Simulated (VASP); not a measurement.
# Sn4H (P-3m1) in VASP: relaxation of cell and atoms with PBE

Aim: the relaxation of cell and atoms of Sn4H with PBE.

Everything below comes from runs of VASP 6.6.1. Logs are shortened: lines on timing, memory, paths and dates and some standing lists are left out, and cuts for length are marked.

### 1 The cell of the first run

Symmetry: P-3m1, No. 164, trigonal system. Conventional cell: a = 3.430 Å, b = 3.430 Å, c = 24.450 Å, α = 90.00°, β = 90.00°, γ = 120.00°. Within 3.9 Å of Sn (site symmetry 3m) lie 6 H at 2.98 to 3.57 Å and 9 Sn at 3.39 to 3.43 Å. Within 4.5 Å of Sn (site symmetry 3m) lie 12 Sn at 3.39 to 3.43 Å. Within 4.5 Å of Sn (site symmetry 3m) lie 12 Sn at 3.39 to 3.43 Å. Within 4.5 Å of Sn (site symmetry 3m) lie 12 Sn at 3.39 to 3.43 Å. H (site symmetry 3m) has 1 H at 0.74 Å within 1.0 Å.

### 2 Relaxation of cell and atoms, PBE

INCAR reads:

```
SYSTEM = Sn4H
PREC = Accurate
ENCUT = 600
EDIFF = 1E-7
ISMEAR = 0
SIGMA = 0.2
LREAL = .False.
LASPH = .True.
NELM = 100
ALGO = Normal
ISIF = 3
LWAVE = .False.
LCHARG = .False.
GGA = PE
IBRION = 2
NSW = 36
EDIFFG = -0.08
```

KPOINTS reads:

```
regular mesh
0
Gamma
  5 5 1
  0 0 0
```

POSCAR reads:

```
Sn4H
1.0
    3.4300000000      0.0000000000      0.0000000000
   -1.7150000000      2.9704671300      0.0000000000
    0.0000000000      0.0000000000     24.4500000000
Sn H
8 2
Direct
    0.3333333300      0.6666666700      0.1063000000
    0.6666666700      0.3333333300      0.8937000000
    0.6666666700      0.3333333300      0.4438000000
    0.3333333300      0.6666666700      0.5562000000
    0.6666666700      0.3333333300      0.2188000000
    0.3333333300      0.6666666700      0.3313000000
    0.3333333300      0.6666666700      0.7812000000
    0.6666666700      0.3333333300      0.6687000000
    0.0000000000      0.0000000000      0.0152000000
    0.0000000000      0.0000000000      0.9848000000
```

Potentials or basis: VASP PAW PBE potentials, release 64 (Sn_d, H).

On the command line:

```sh
cat potpaw_PBE.64/Sn_d/POTCAR potpaw_PBE.64/H/POTCAR > POTCAR
mpirun -np 1 vasp_std > vasp.out
```

OUTCAR:

```text
SYSTEM = Sn4H
   PREC = Accurate
   ENCUT = 600
   EDIFF = 1E-7
   ISMEAR = 0
   LREAL = .False.
   LASPH = .True.
   NELM = 100
   ISIF = 3
   GGA = PE
   IBRION = 2
   NSW = 36
   EDIFFG = -0.08

 ion  position               nearest neighbor table
   1  0.333  0.667  0.106-   5 3.39   5 3.39   5 3.39
   2  0.667  0.333  0.894-   7 3.39   7 3.39   7 3.39
   3  0.667  0.333  0.444-   4 3.39   4 3.39   4 3.39   6 3.39   6 3.39   6 3.39
   4  0.333  0.667  0.556-   3 3.39   3 3.39   3 3.39   8 3.39   8 3.39   8 3.39
   5  0.667  0.333  0.219-   6 3.39   1 3.39   6 3.39   1 3.39   6 3.39   1 3.39
   6  0.333  0.667  0.331-   5 3.39   3 3.39   5 3.39   3 3.39   5 3.39   3 3.39
   7  0.333  0.667  0.781-   8 3.39   2 3.39   8 3.39   2 3.39   8 3.39   2 3.39
   8  0.667  0.333  0.669-   7 3.39   4 3.39   7 3.39   4 3.39   7 3.39   4 3.39
   9  0.000  0.000  0.015-  10 0.74
  10  0.000  0.000  0.985-   9 0.74

  LATTYP: Found a hexagonal cell.
 ALAT       =     3.4300000000
 C/A-ratio  =     7.1282798834

  Lattice vectors:

 A1 = (   3.4300000000,   0.0000000000,   0.0000000000)
 A2 = (  -1.7150000000,   2.9704671300,   0.0000000000)
 A3 = (   0.0000000000,   0.0000000000,  24.4500000000)

Analysis of symmetry for initial positions (statically):
=====================================================================
 Subroutine PRICEL returns:
 Original cell was already a primitive cell.

 Routine SETGRP: Setting up the symmetry group for a
 hexagonal supercell.

 Subroutine GETGRP returns: Found 12 space group operations
 (whereof 12 operations were pure point group operations)
 out of a pool of 24 trial point group operations.

The static configuration has the point symmetry D_3d.

Analysis of symmetry for dynamics (positions and initial velocities):
=====================================================================
 Subroutine PRICEL returns:
 Original cell was already a primitive cell.

 Routine SETGRP: Setting up the symmetry group for a
 hexagonal supercell.

 Subroutine GETGRP returns: Found 12 space group operations
 (whereof 12 operations were pure point group operations)
 out of a pool of 24 trial point group operations.

The dynamic configuration has the point symmetry D_3d.

 Subroutine INISYM returns: Found 12 space group operations
 (whereof 12 operations are pure point group operations),
 and found     1 'primitive' translations

----------------------------------------------------------------------------------------

                                     Primitive cell

  volume of cell :     249.1138

  direct lattice vectors                    reciprocal lattice vectors
     3.430000000  0.000000000  0.000000000     0.291545190  0.168323694  0.000000000
    -1.715000000  2.970467130  0.000000000     0.000000000  0.336647388  0.000000000
     0.000000000  0.000000000 24.450000000     0.000000000  0.000000000  0.040899796

  length of vectors
     3.430000000  3.429999996 24.450000000     0.336647387  0.336647388  0.040899796

  position of ions in fractional coordinates (direct lattice)
     0.333333330  0.666666670  0.106300000
     0.666666670  0.333333330  0.893700000
     0.666666670  0.333333330  0.443800000
     0.333333330  0.666666670  0.556200000
     0.666666670  0.333333330  0.218800000
     0.333333330  0.666666670  0.331300000
     0.333333330  0.666666670  0.781200000
     0.666666670  0.333333330  0.668700000
     0.000000000  0.000000000  0.015200000
     0.000000000  0.000000000  0.984800000

  ion indices of the primitive-cell ions
   primitive index   ion index
                 1           1
                 2           2
                 3           3
                 4           4
                 5           5
                 6           6
                 7           7
                 8           8
                 9           9
                10          10

----------------------------------------------------------------------------------------

 KPOINTS: regular mesh

Automatic generation of k-mesh.
 Grid dimensions read from file:
 generate k-points for:    5    5    1

 Generating k-lattice:

  Cartesian coordinates                     Fractional coordinates (reciprocal lattice)
     0.058309038  0.033664739  0.000000000     0.200000000  0.000000000  0.000000000
     0.000000000  0.067329478  0.000000000     0.000000000  0.200000000  0.000000000
     0.000000000  0.000000000  0.040899796     0.000000000  0.000000000  1.000000000

  Length of vectors
     0.067329477  0.067329478  0.040899796

  Shift w.r.t. Gamma in fractional coordinates (k-lattice)
     0.000000000  0.000000000  0.000000000

 Subroutine IBZKPT returns following result:
 ===========================================

 Found      5 irreducible k-points:

 Following reciprocal coordinates:
            Coordinates               Weight
  0.000000  0.000000  0.000000      1.000000
  0.200000 -0.000000  0.000000      6.000000
  0.400000 -0.000000  0.000000      6.000000
  0.200000  0.200000  0.000000      6.000000
  0.400000  0.200000  0.000000      6.000000
   k-points           NKPTS =      5   k-points in BZ     NKDIM =      5   number of bands    NBANDS=     68
   number of dos      NEDOS =    301   number of ions     NIONS =     10
   total plane-waves  NPLWV = 153664
   dimension x,y,z NGX =    28 NGY =   28 NGZ =  196
   dimension x,y,z NGXF=    56 NGYF=   56 NGZF=  392
   ions per type =               8   2
   NGX,Y,Z   is equivalent  to a cutoff of  13.57, 13.57, 13.33 a.u.
   NGXF,Y,Z  is equivalent  to a cutoff of  27.14, 27.14, 26.65 a.u.
 SYSTEM =  Sn4H
   PREC   = accura    normal or accurate (medium, high low for compatibility)
   ISTART =      0    job   : 0-new  1-cont  2-samecut
   ICHARG =      2    charge: 1-file 2-atom 10-const
   ISPIN  =      1    spin polarized calculation?
   LNONCOLLINEAR =      F non collinear calculations
   LSORBIT =      F    spin-orbit coupling
   LASPH  =      T    aspherical Exc in radial PAW
   ENCUT  =  600.0 eV  44.10 Ry    6.64 a.u.   6.85  6.85 48.83*2*pi/ulx,y,z
   NELM   =    100;   NELMIN=  2; NELMDL= -5     # of ELM steps
   EDIFF  = 0.1E-06   stopping-criterion for ELM
   LREAL  =      F    real-space projection
   EDIFFG = -.8E-01   stopping-criterion for IOM
   NSW    =     36    number of steps for IOM
   IBRION =      2    ionic relax: 0-MD 1-quasi-New 2-CG
   NFREE  =      1    steps in history (QN), initial steepest desc. (CG)
   ISIF   =      3    stress and relaxation
   ISYM   =      2    0-nonsym 1-usesym 2-fastsym
   POTIM  = 0.5000    time-step for ionic-motion
   TEBEG  =    0.0;   TEEND  =   0.0 temperature during run
   PSTRESS=    0.0 pullay stress
   NELECT =     114.0000    total number of electrons
   NUPDOWN=      -1.0000    fix difference up-down
   EMIN   =  10.00;   EMAX   =-10.00  energy-range for DOS
   EFERMI =   0.00;   METHOD = LEGACY
   ISMEAR =     0;   SIGMA  =   0.20  broadening in eV -4-tet -1-fermi 0-gaus
   EFERMI_NEDOS =   21; number of points for ismear=-14 and -15
   IALGO  =     38    algorithm
   IMIX   =      4    mixing-type and parameters
     AMIX     =   0.40;   BMIX     =  1.00
     AMIX_MAG =   1.60;   BMIX_MAG =  1.00
  volume/ion in A,a.u.               =      24.91       168.11
  Fermi-wavevector in a.u.,A,eV,Ry     =   1.261568  2.384017 21.654392  1.591553
  Thomas-Fermi vector in A             =   2.395020
   LORBIT       =      0    0 simple, 1 ext, 2 COOP (PROOUT), +10 PAW based schemes
   GGA     = PE    functional components
   LHFCALC =     F    Hartree Fock is set to
   AEXX    =    0.0000 exact exchange contribution
   IVDW    =     0    specifies the selected vdW correction
   LEPSILON=     F    determine dielectric tensor
   LRPA    =     F    only Hartree local field effects (RPA)
 conjugate gradient relaxation of ions
 non-spin polarized calculation
 Gauss-broadening in eV      SIGMA  =   0.20
  energy-cutoff  :      600.00
  volume of cell :      249.11
 maximum number of plane-waves:      8342
 NGX is ok and might be reduce to    28
   NGX = 13   NGY = 13   NGZ = 97

--------------------------------------- Ionic step        1  -------------------------------------------

 number of electron     114.0000008 magnetization

 Free energy of the ion-electron system (eV)
  ---------------------------------------------------
  ext. energy  EPLUGINS =         0.00000000
  ---------------------------------------------------
  free energy    TOTEN  =       -36.25939993 eV

  energy without entropy =      -36.11423476  energy(sigma->0) =      -36.18681735

------------------------ aborting loop because EDIFF is reached ----------------------------------------

  FORCE on cell =-STRESS in cart. coord.  units (eV):
  Direction    XX          YY          ZZ          XY          YZ          ZX
  --------------------------------------------------------------------------------------
  -------------------------------------------------------------------------------------
  Total       -0.1726908     -0.1726908     -1.4803956      0.0000000      0.0000000      0.0000000
  in kB       -1.1106624     -1.1106624     -9.5211766      0.0000000      0.0000000      0.0000000
  external PRESSURE =      -3.9141671 kB  Pullay stress =       0.0000000 kB
[... 113 lines left out ...]
  FREE ENERGIE OF THE ION-ELECTRON SYSTEM (eV)
  ---------------------------------------------------
  free  energy   TOTEN  =       -36.3099419429 eV

  energy  without entropy=      -36.1803426975  energy(sigma->0) =      -36.24514232

[... ionic steps 4 to 33 ...]

--------------------------------------- Ionic step       34  -------------------------------------------

 number of electron     113.9999984 magnetization

------------------------ aborting loop because EDIFF is reached ----------------------------------------
[... 83 lines left out ...]
--------------------------------------- Ionic step       36  -------------------------------------------

 number of electron     113.9999992 magnetization

 Free energy of the ion-electron system (eV)
  ---------------------------------------------------
  ext. energy  EPLUGINS =         0.00000000
  ---------------------------------------------------
  free energy    TOTEN  =       -36.65835729 eV

  energy without entropy =      -36.61988578  energy(sigma->0) =      -36.63912153

 E-fermi :   6.0514     XC(G=0):  -9.4284

 val. band max:        5.8965782615   @ k =   0.2000   0.2000   0.0000
 cond. band min:       6.2775365364   @ k =   0.4000  -0.0000   0.0000
 fundamental gap:      0.3809582748
 Fermi energy:         6.0513881298

 k-point     1 :       0.0000    0.0000    0.0000
  band No.  band energies     occupation
      1     -15.3771      2.00000
      2     -15.3764      2.00000
      3     -15.3669      2.00000
      4     -15.3669      2.00000
      5     -15.3616      2.00000
      6     -15.3616      2.00000
[... 60 lines left out ...]
     67      12.5052      0.00000
     68      12.8158      0.00000

 k-point     2 :       0.2000   -0.0000    0.0000
  band No.  band energies     occupation
      1     -15.3974      2.00000
      2     -15.3921      2.00000
      3     -15.3693      2.00000
      4     -15.3628      2.00000
      5     -15.3571      2.00000
      6     -15.3523      2.00000
[... 60 lines left out ...]
     67      10.4516      0.00000
     68      11.3660      0.00000

 k-point     3 :       0.4000   -0.0000    0.0000
  band No.  band energies     occupation
      1     -15.4230      2.00000
      2     -15.4170      2.00000
      3     -15.3883      2.00000
      4     -15.3853      2.00000
      5     -15.3717      2.00000
      6     -15.3679      2.00000
[... 60 lines left out ...]
     67       9.6946      0.00000
     68      10.0788      0.00000

 k-point     4 :       0.2000    0.2000    0.0000
  band No.  band energies     occupation
      1     -15.3980      2.00000
      2     -15.3907      2.00000
      3     -15.3875      2.00000
      4     -15.3741      2.00000
      5     -15.3644      2.00000
      6     -15.3535      2.00000
[... 60 lines left out ...]
     67       8.9085      0.00000
     68       9.2725      0.00000

 k-point     5 :       0.4000    0.2000    0.0000
  band No.  band energies     occupation
      1     -15.4100      2.00000
      2     -15.3990      2.00000
      3     -15.3880      2.00000
      4     -15.3785      2.00000
      5     -15.3727      2.00000
      6     -15.3579      2.00000
[... 97 lines left out ...]
  FREE ENERGIE OF THE ION-ELECTRON SYSTEM (eV)
  ---------------------------------------------------
  free  energy   TOTEN  =       -36.6583572861 eV

  energy  without entropy=      -36.6198857785  energy(sigma->0) =      -36.63912153

 reached required accuracy - stopping structural energy minimisation
```

Run time: 47 min. Hardware: 1 thread of Intel Xeon 6975P-C (Granite Rapids), shared host; peak memory 0.45 GiB.

What came out:

- Free energy: -36.6584 eV
- Relaxed volume: 26.05 Å³/atom
- Relaxed cell: a = 3.464 Å, b = 3.464 Å, c = 25.078 Å, α = 90.00°, β = 90.00°, γ = 120.00°
- Space group after relaxing (to 0.1 Å): P-3m1 (No. 164)
- Energy gained by relaxing: 39.9 meV/atom
- Ionic steps: 36
- Pressure after relaxing: 0.2 GPa
- Largest force after relaxing: 0.076 eV/Å
- Band gap on the k mesh: zero (bands 57 and 58 overlap by 6.06 eV)

Forces in eV/Å, atoms in the order of the input:
```
Sn   0.000  0.000  0.058
Sn   0.000  0.000 -0.058
Sn   0.000  0.000  0.051
Sn   0.000  0.000 -0.051
Sn   0.000  0.000 -0.054
Sn   0.000  0.000  0.076
Sn   0.000  0.000  0.054
Sn   0.000  0.000 -0.076
H    0.000  0.000  0.031
H    0.000  0.000 -0.031
```

Step by step:
```
step  energy change (eV)  largest force (eV/Å)  pressure (GPa)  volume (Å³)
   1              0.0000                0.6645           -0.39       249.11
   2             -0.0504                0.9413           -0.25       246.92
   3             -0.0505                1.0211           -0.24       246.79
   4             -0.0872                0.9355            0.02       245.63
   5             -0.1622                0.6399            0.97       242.16
   6              0.0106                0.6745            3.67       235.19
   7             -0.1676                0.5453            1.25       241.19
   8             -0.1685                0.4873            1.44       240.61
   9             -0.2010                0.1636            1.10       243.37
  10             -0.2113                0.7288            0.82       245.94
  11             -0.2347                0.1558            0.15       249.72
  12             -0.2381                0.1624           -0.23       251.92
  13             -0.2437                0.1609           -0.25       252.34
  14             -0.2571                0.1570           -0.30       253.60
  15             -0.2680                0.4824           -0.36       256.10
  16             -0.2731                0.2750           -0.36       256.12
  17             -0.2788                0.2269           -0.33       256.17
  18             -0.2832                0.1917           -0.21       255.66
  19             -0.2908                0.2300            0.19       254.15
  20             -0.2915                0.2472            0.36       253.51
  21             -0.2979                0.2362            0.34       253.80
  22             -0.3128                0.2020            0.32       254.65
  23             -0.3219                0.5759            0.27       256.37
  24             -0.3265                0.4513            0.23       256.78
  25             -0.3339                0.2915            0.22       257.69
  26             -0.3357                0.4844            0.19       259.53
  27             -0.3371                0.3045            0.19       258.79
  28             -0.3438                0.2867            0.08       259.44
  29             -0.3580                0.2361           -0.24       261.39
  30             -0.3618                0.4677           -0.80       265.30
  31             -0.3640                0.3205           -0.59       263.82
  32             -0.3733                0.1848           -0.50       263.68
  33             -0.3797                0.4109           -0.34       263.46
  34             -0.3905                0.1447           -0.16       262.30
  35             -0.3949                0.1873            0.05       261.04
  36             -0.3990                0.0757            0.22       260.54
```

Final structure:
```
Sn H
1.0
     3.46362    0.00000    0.00000
    -1.73181    2.99958    0.00000
     0.00000    0.00000   25.07751
Sn H
8 2
Direct
  0.33333 0.66667 0.13384
  0.66667 0.33333 0.86616
  0.66667 0.33333 0.44423
  0.33333 0.66667 0.55577
  0.66667 0.33333 0.23226
  0.33333 0.66667 0.34225
  0.33333 0.66667 0.76774
  0.66667 0.33333 0.65775
  0.00000 0.00000 0.01497
  0.00000 0.00000 0.98503
```

Levels at points of the mesh, in eV from the Fermi level:
```csv
k point,band 53,band 54,band 55,band 56,band 57,band 58,band 59,band 60,band 61,band 62
"(0.00, 0.00, 0.00)",0.30,2.62,3.48,5.12,5.12,5.28,5.28,5.55,5.55,5.82
```

Caveat: the k points lie up to 0.42 Å⁻¹ apart in the final cell, too coarse for converged energies and pressures of a metal; spin-orbit coupling is left out, which moves the levels of the heavy elements; the relaxation stopped at a loose force limit of 0.08 eV/Å, so its end isn't a converged minimum.
